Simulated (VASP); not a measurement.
## Tl: relaxation of cell and atoms with PBE

Tl:

```
Tl
1.0
     3.61243    0.00000    0.00000
    -1.80621    3.12846    0.00000
     0.00000    0.00000    5.56527
Tl
2
Direct
  0.33333 0.66667 0.75000
  0.66667 0.33333 0.25000
```

```
Program                : VASP 6.6.1
Task                   : relaxation of cell and atoms
Functional             : PBE
Potentials or basis    : VASP PAW PBE potentials, release 64 (Tl_d)
Cutoff                 : 600 eV
k mesh                 : 15 × 15 × 8
Occupations            : gaussian, width 0.1 eV
Spin                   : no spin polarisation
Dipole correction      : no
Further INCAR settings : ALGO = Fast; EDIFF = 1e-06; IBRION = 2; EDIFFG = -0.005; NSW = 100; ISIF = 3
```

- Relaxed volume: 31.42 Å³/atom
- Relaxed cell: a = 3.611 Å, b = 3.611 Å, c = 5.564 Å, α = 90.00°, β = 90.00°, γ = 120.00°
- Space group after relaxing (to 0.05 Å): P6_3/mmc (No. 194)
- Energy gained by relaxing: 0.0 meV/atom
- Ionic steps: 2
- Pressure after relaxing: 0.0 GPa
- Band gap on the k mesh: zero (band 13 reaches 9.17 eV, above the bottom of band 14 at 3.72 eV)

Final structure:
```
Tl
1.0
     3.61108    0.00000    0.00000
    -1.80554    3.12728    0.00000
     0.00000    0.00000    5.56372
Tl
2
Cartesian
  0.0000 2.0849 4.1728
  1.8055 1.0424 1.3909
```

Levels at points of the mesh, in eV from the Fermi level:
```tsv
k point	band 9	band 10	band 11	band 12	band 13	band 14	band 15	band 16	band 17
(0.00, 0.00, 0.00)	-11.13	-11.13	-9.47	-4.85	-2.38	6.93	6.93	8.92	8.92
(0.00, 0.00, 0.50)	-11.21	-11.21	-8.10	-8.10	3.49	3.49	7.89	7.89	7.89
```

It took 2.6 min on 1 thread of Oxide Virtual Turin-like Processor (shared host), peak memory 0.28 GiB.

Caveat: spin-orbit coupling is left out, which moves the levels of the heavy elements.
